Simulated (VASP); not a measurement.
# Ge15Au (F-43m) in VASP: single point with PBEsol+U

Aim: the single point of Ge15Au with PBEsol+U.

All numbers are computed with VASP 6.6.1; they aren't measurements. Logs are shortened: lines on timing, memory, paths and dates and some standing lists are left out, and cuts for length are marked.

### 1 The cell of the first run

It takes space group F-43m (No. 216, cubic). Conventional cell: a = 11.315 Å, b = 11.315 Å, c = 11.315 Å, α = 90.00°, β = 90.00°, γ = 90.00°. Within 3.3 Å of Au (site symmetry -43m) lie 4 Ge at 2.47 Å. Within 3.2 Å of Ge (site symmetry 2mm) lie 4 Ge at 2.45 Å. Within 3.2 Å of Ge (site symmetry -43m) lie 4 Ge at 2.45 Å. Ge (site symmetry 3m) has 3 Ge at 2.45 Å and 1 Au at 2.47 Å within 3.2 Å. Within 3.2 Å of Ge (site symmetry 3m) lie 4 Ge at 2.45 Å.

### 2 Single point, PBEsol+U

Input file INCAR:

```
SYSTEM = Ge15Au
  PREC = Accurate
  ENCUT = 520
  EDIFF = 1E-7
  ISMEAR = 0
  SIGMA = 0.05
  LREAL = Auto
  LASPH = .TRUE.
  NELM = 150
  ALGO = Normal
  ISIF = 2
  LWAVE = .FALSE.
  LCHARG = .TRUE.
  LMAXMIX = 4
  LDAU = .TRUE.
  LDAUTYPE = 2
  LDAUL = 2 -1
  LDAUU = 3 0
  LDAUJ = 0 0
  LDAUPRINT = 1
  GGA = PS
  LELF = .TRUE.
  LVHAR = .TRUE.
  NBANDS = 124
```

Input file KPOINTS:

```
regular mesh
0
G
  3 3 3
  0 0 0
```

Input file POSCAR:

```
Ge15Au
1.0
    0.0000000000      5.6575400000      5.6575400000
    5.6575400000      0.0000000000      5.6575400000
    5.6575400000      5.6575400000      0.0000000000
Au Ge
1 15
Direct
    0.0000000000      0.0000000000      1.0000000000
    0.9996764217      0.9996764217      0.5003235783
    0.9996764217      0.5003235783      0.9996764217
    0.9996764217      0.5003235783      0.5003235783
    0.5003235783      0.9996764217      0.9996764217
    0.5003235783      0.9996764217      0.5003235783
    0.5003235783      0.5003235783      0.9996764217
    0.5000000000      0.5000000000      0.5000000000
    0.1260151289      0.1260151289      0.1260151289
    0.1260151289      0.1260151289      0.6219546133
    0.1260151289      0.6219546133      0.1260151289
    0.1253411579      0.6248862807      0.6248862807
    0.6219546133      0.1260151289      0.1260151289
    0.6248862807      0.1253411579      0.6248862807
    0.6248862807      0.6248862807      0.1253411579
    0.6248862807      0.6248862807      0.6248862807
```

Potentials or basis: VASP PAW PBE potentials, release 64 (Au, Ge_d).

Command:

```sh
> cat potpaw_PBE.64/Au/POTCAR potpaw_PBE.64/Ge_d/POTCAR > POTCAR
> mpirun -np 1 vasp_std > vasp.out
```

OUTCAR:

```text
SYSTEM = Ge15Au
   PREC = Accurate
   ENCUT = 520
   EDIFF = 1E-7
   ISMEAR = 0
   LREAL = Auto
   LASPH = .TRUE.
   NELM = 150
   ISIF = 2
   GGA = PS

 ion  position               nearest neighbor table
   1  0.000  0.000  0.000-  10 2.47  11 2.47  13 2.47   9 2.47
   2  1.000  1.000  0.500-  10 2.45   9 2.45  12 2.45  14 2.45
   3  1.000  0.500  1.000-  11 2.45   9 2.45  12 2.45  15 2.45
   4  1.000  0.500  0.500-  10 2.45  11 2.45  12 2.45  16 2.45
   5  0.500  1.000  1.000-  13 2.45   9 2.45  14 2.45  15 2.45
   6  0.500  1.000  0.500-  10 2.45  13 2.45  14 2.45  16 2.45
[... 8 lines left out ...]
  15  0.625  0.625  0.125-   8 2.45   7 2.45   3 2.45   5 2.45
  16  0.625  0.625  0.625-   8 2.45   6 2.45   7 2.45   4 2.45

  LATTYP: Found a face centered cubic cell.
 ALAT       =    11.3150800000

  Lattice vectors:

 A1 = (   0.0000000000,   5.6575400000,   5.6575400000)
 A2 = (   5.6575400000,   0.0000000000,   5.6575400000)
 A3 = (   5.6575400000,   5.6575400000,   0.0000000000)

Analysis of symmetry for initial positions (statically):
=====================================================================
 Subroutine PRICEL returns:
 Original cell was already a primitive cell.

 Routine SETGRP: Setting up the symmetry group for a
 face centered cubic supercell.

 Subroutine GETGRP returns: Found 24 space group operations
 (whereof 24 operations were pure point group operations)
 out of a pool of 48 trial point group operations.

The static configuration has the point symmetry T_d .

Analysis of symmetry for dynamics (positions and initial velocities):
=====================================================================
 Subroutine PRICEL returns:
 Original cell was already a primitive cell.

 Routine SETGRP: Setting up the symmetry group for a
 face centered cubic supercell.

 Subroutine GETGRP returns: Found 24 space group operations
 (whereof 24 operations were pure point group operations)
 out of a pool of 48 trial point group operations.

The dynamic configuration has the point symmetry T_d .

 Subroutine INISYM returns: Found 24 space group operations
 (whereof 24 operations are pure point group operations),
 and found     1 'primitive' translations

----------------------------------------------------------------------------------------

                                     Primitive cell

  volume of cell :     362.1704

  direct lattice vectors                    reciprocal lattice vectors
     0.000000000  5.657540000  5.657540000    -0.088377634  0.088377634  0.088377634
     5.657540000  0.000000000  5.657540000     0.088377634 -0.088377634  0.088377634
     5.657540000  5.657540000  0.000000000     0.088377634  0.088377634 -0.088377634

  length of vectors
     8.000969798  8.000969798  8.000969798     0.153074553  0.153074553  0.153074553

  position of ions in fractional coordinates (direct lattice)
     0.000000000  0.000000000  0.000000000
     0.999676422  0.999676422  0.500323578
     0.999676422  0.500323578  0.999676422
     0.999676422  0.500323578  0.500323578
     0.500323578  0.999676422  0.999676422
     0.500323578  0.999676422  0.500323578
[... 8 lines left out ...]
     0.624886281  0.624886281  0.125341158
     0.624886281  0.624886281  0.624886281

  ion indices of the primitive-cell ions
   primitive index   ion index
                 1           1
                 2           2
                 3           3
                 4           4
                 5           5
                 6           6
[... 8 lines left out ...]
                15          15
                16          16

----------------------------------------------------------------------------------------

 KPOINTS: regular mesh

Automatic generation of k-mesh.
[... 41 lines left out ...]
   LSORBIT =      F    spin-orbit coupling
   LASPH  =      T    aspherical Exc in radial PAW
   ENCUT  =  520.0 eV  38.22 Ry    6.18 a.u.  14.88 14.88 14.88*2*pi/ulx,y,z
   NELM   =    150;   NELMIN=  2; NELMDL= -5     # of ELM steps
   EDIFF  = 0.1E-06   stopping-criterion for ELM
   LREAL  =      T    real-space projection
   EDIFFG = 0.1E-05   stopping-criterion for IOM
   NSW    =      0    number of steps for IOM
   IBRION =     -1    ionic relax: 0-MD 1-quasi-New 2-CG
   NFREE  =      0    steps in history (QN), initial steepest desc. (CG)
   ISIF   =      2    stress and relaxation
   ISYM   =      2    0-nonsym 1-usesym 2-fastsym
   POTIM  = 0.5000    time-step for ionic-motion
   TEBEG  =    0.0;   TEEND  =   0.0 temperature during run
   PSTRESS=    0.0 pullay stress
   NELECT =     221.0000    total number of electrons
   NUPDOWN=      -1.0000    fix difference up-down
   EMIN   =  10.00;   EMAX   =-10.00  energy-range for DOS
   EFERMI =   0.00;   METHOD = LEGACY
   ISMEAR =     0;   SIGMA  =   0.05  broadening in eV -4-tet -1-fermi 0-gaus
   EFERMI_NEDOS =   21; number of points for ismear=-14 and -15
   IALGO  =     38    algorithm
   IMIX   =      4    mixing-type and parameters
     AMIX     =   0.40;   BMIX     =  1.00
     AMIX_MAG =   1.60;   BMIX_MAG =  1.00
  volume/ion in A,a.u.               =      22.64       152.75
  Fermi-wavevector in a.u.,A,eV,Ry     =   1.388571  2.624018 26.233777  1.928128
  Thomas-Fermi vector in A             =   2.512684
   LORBIT       =      0    0 simple, 1 ext, 2 COOP (PROOUT), +10 PAW based schemes
 LDA+U is selected, type is set to LDAUTYPE =  2
   angular momentum for each species LDAUL =     2   -1
   U (eV)           for each species LDAUU =   3.0  0.0
   J (eV)           for each species LDAUJ =   0.0  0.0
   GGA     = PS    functional components
   LHFCALC =     F    Hartree Fock is set to
   AEXX    =    0.0000 exact exchange contribution
   IVDW    =     0    specifies the selected vdW correction
   LEPSILON=     F    determine dielectric tensor
   LRPA    =     F    only Hartree local field effects (RPA)
 non-spin polarized calculation
 Gauss-broadening in eV      SIGMA  =   0.05
  energy-cutoff  :      520.00
  volume of cell :      362.17
 maximum number of plane-waves:      9765
   NGX = 29   NGY = 29   NGZ = 29

atom =   1  type =  1  l = 2

 onsite density matrix

spin component  1

  0.8764 -0.0000 -0.0000 -0.0000  0.0000
 -0.0000  0.8764  0.0000 -0.0000  0.0000
 -0.0000  0.0000  0.9001  0.0000 -0.0000
 -0.0000 -0.0000  0.0000  0.8764 -0.0000
  0.0000  0.0000 -0.0000 -0.0000  0.9001

spin component  2

  0.8764 -0.0000 -0.0000 -0.0000  0.0000
 -0.0000  0.8764  0.0000 -0.0000  0.0000
 -0.0000  0.0000  0.9001  0.0000 -0.0000
 -0.0000 -0.0000  0.0000  0.8764 -0.0000
  0.0000  0.0000 -0.0000 -0.0000  0.9001

 occupancies and eigenvectors

  o =  0.8764  v =  1.0000  0.0000  0.0000  0.0000  0.0000  0.0000  0.0000  0.0000  0.0000  0.0000      0.0000  0.0000  0.0000  0.0000  0.0000  0.0000  0.0000  0.0000  0.0000  0.0000
  o =  0.8764  v =  0.0000  0.0000  0.0000  0.0000  0.0000  1.0000  0.0000  0.0000  0.0000  0.0000      0.0000  0.0000  0.0000  0.0000  0.0000  0.0000  0.0000  0.0000  0.0000  0.0000
  o =  0.8764  v =  0.0000 -0.8011 -0.0000 -0.5985  0.0000  0.0000  0.0000  0.0000  0.0000  0.0000      0.0000  0.0000  0.0000  0.0000  0.0000  0.0000  0.0000  0.0000  0.0000  0.0000
  o =  0.8764  v =  0.0000  0.0000  0.0000  0.0000  0.0000  0.0000 -0.8011 -0.0000 -0.5985  0.0000      0.0000  0.0000  0.0000  0.0000  0.0000  0.0000  0.0000  0.0000  0.0000  0.0000
  o =  0.8764  v =  0.0000 -0.5985  0.0000  0.8011  0.0000  0.0000  0.0000  0.0000  0.0000  0.0000      0.0000  0.0000  0.0000  0.0000  0.0000  0.0000  0.0000  0.0000  0.0000  0.0000
  o =  0.8764  v =  0.0000  0.0000  0.0000  0.0000  0.0000  0.0000 -0.5985  0.0000  0.8011  0.0000      0.0000  0.0000  0.0000  0.0000  0.0000  0.0000  0.0000  0.0000  0.0000  0.0000
  o =  0.9001  v =  0.0000  0.0000  0.0000 -0.0000  1.0000  0.0000  0.0000  0.0000  0.0000  0.0000      0.0000  0.0000  0.0000  0.0000  0.0000  0.0000  0.0000  0.0000  0.0000  0.0000
  o =  0.9001  v =  0.0000  0.0000  0.0000  0.0000  0.0000  0.0000  0.0000  0.0000 -0.0000  1.0000      0.0000  0.0000  0.0000  0.0000  0.0000  0.0000  0.0000  0.0000  0.0000  0.0000
  o =  0.9001  v =  0.0000 -0.0000  1.0000 -0.0000 -0.0000  0.0000  0.0000  0.0000  0.0000  0.0000      0.0000  0.0000  0.0000  0.0000  0.0000  0.0000  0.0000  0.0000  0.0000  0.0000
  o =  0.9001  v =  0.0000  0.0000  0.0000  0.0000  0.0000  0.0000 -0.0000  1.0000 -0.0000 -0.0000      0.0000  0.0000  0.0000  0.0000  0.0000  0.0000  0.0000  0.0000  0.0000  0.0000

 number of electron     221.0000145 magnetization

 Free energy of the ion-electron system (eV)
  ---------------------------------------------------
  ext. energy  EPLUGINS =         0.00000000
  ---------------------------------------------------
  free energy    TOTEN  =       -75.71367899 eV

  energy without entropy =      -75.70709430  energy(sigma->0) =      -75.71038664

 E-fermi :   5.0584     XC(G=0): -10.1903

 val. band max:        4.9123039752   @ k =   0.0000   0.0000   0.0000
 cond. band min:       5.0994474830   @ k =   0.3333   0.3333   0.0000
 fundamental gap:      0.1871435078
 Fermi energy:         5.0583624382

 k-point     1 :       0.0000    0.0000    0.0000
  band No.  band energies     occupation
      1     -19.9175      2.00000
      2     -19.9175      2.00000
      3     -19.9175      2.00000
      4     -19.9086      2.00000
      5     -19.9086      2.00000
      6     -19.9086      2.00000
[... 489 lines left out ...]
    121       8.0579      0.00000
    122       8.1769      0.00000
 [bands above 122 left out]

------------------------ aborting loop because EDIFF is reached ----------------------------------------

  FORCE on cell =-STRESS in cart. coord.  units (eV):
  Direction    XX          YY          ZZ          XY          YZ          ZX
  --------------------------------------------------------------------------------------
  -------------------------------------------------------------------------------------
  Total        2.3283092      2.3283092      2.3283092      0.0000000      0.0000000      0.0000000
  in kB       10.3000265     10.3000265     10.3000265      0.0000000      0.0000000      0.0000000
  external PRESSURE =      10.3000265 kB  Pullay stress =       0.0000000 kB

 VOLUME and BASIS-vectors are now :
 -----------------------------------------------------------------------------
  energy-cutoff  :      520.00
  volume of cell :      362.17
      direct lattice vectors                 reciprocal lattice vectors
     0.000000000  5.657540000  5.657540000    -0.088377634  0.088377634  0.088377634
     5.657540000  0.000000000  5.657540000     0.088377634 -0.088377634  0.088377634
     5.657540000  5.657540000  0.000000000     0.088377634  0.088377634 -0.088377634

 POSITION                                       TOTAL-FORCE (eV/Angst)
 -----------------------------------------------------------------------------------
      0.00000      0.00000      0.00000         0.000000      0.000000      0.000000
      8.48631      8.48631     11.31142         0.000000      0.000000      0.008723
      8.48631     11.31142      8.48631         0.000000      0.008723      0.000000
      5.66120      8.48631      8.48631        -0.008723      0.000000      0.000000
     11.31142      8.48631      8.48631         0.008723      0.000000      0.000000
      8.48631      5.66120      8.48631         0.000000     -0.008723      0.000000
[... 8 lines left out ...]
      4.24444      4.24444      7.07064         0.002955      0.002955     -0.002955
      7.07064      7.07064      7.07064        -0.002955     -0.002955     -0.002955
 -----------------------------------------------------------------------------------
    total drift:                                0.000001      0.000001      0.000001

  FREE ENERGIE OF THE ION-ELECTRON SYSTEM (eV)
  ---------------------------------------------------
  free  energy   TOTEN  =       -75.7136789888 eV

  energy  without entropy=      -75.7070942957  energy(sigma->0) =      -75.71038664
```

It took 12 min on 1 thread of AMD EPYC 7R43 (Zen 3), shared host; peak memory 0.48 GiB.

Results:

```
Free energy            : -75.7137 eV
Pressure               : 1.0 GPa
Largest force          : 0.152 eV/Å
Band gap on the k mesh : zero (an odd number of electrons rules out a gap without spin polarisation)
```

Forces on the atoms (eV/Å):
```
Au   0.000  0.000  0.000
Ge   0.000  0.000  0.009
Ge   0.000  0.009  0.000
Ge  -0.009  0.000  0.000
Ge   0.009  0.000  0.000
Ge   0.000 -0.009  0.000
Ge   0.000  0.000 -0.009
Ge   0.000  0.000  0.000
Ge  -0.088 -0.088 -0.088
Ge   0.088  0.088 -0.088
Ge   0.088 -0.088  0.088
Ge  -0.003  0.003  0.003
Ge  -0.088  0.088  0.088
Ge   0.003 -0.003  0.003
Ge   0.003  0.003 -0.003
Ge  -0.003 -0.003 -0.003
```

Levels at points of the mesh, in eV from the Fermi level:
| k point | band 108 | band 109 | band 110 | band 111 | band 112 | band 113 |
| --- | --- | --- | --- | --- | --- | --- |
| (0.00, 0.00, 0.00) | -0.82 | -0.82 | -0.15 | 0.08 | 0.08 | 0.08 |

Eigenvalues of the final occupation matrices:
```
    site  spin  trace               eigenvalues
site 1 d     1   4.43  0.88 0.88 0.88 0.90 0.90
site 1 d     2   4.43  0.88 0.88 0.88 0.90 0.90
```

Caveat: the PAW data sets were made with another functional, which shifts forces and pressure a little; spin-orbit coupling is left out, which moves the levels of the heavy elements; U without spin polarisation on a metal has little footing; the U is typed as a test and isn't derived for this compound.

The gap in the log of VASP goes by the Fermi energy; the results here count the filled bands.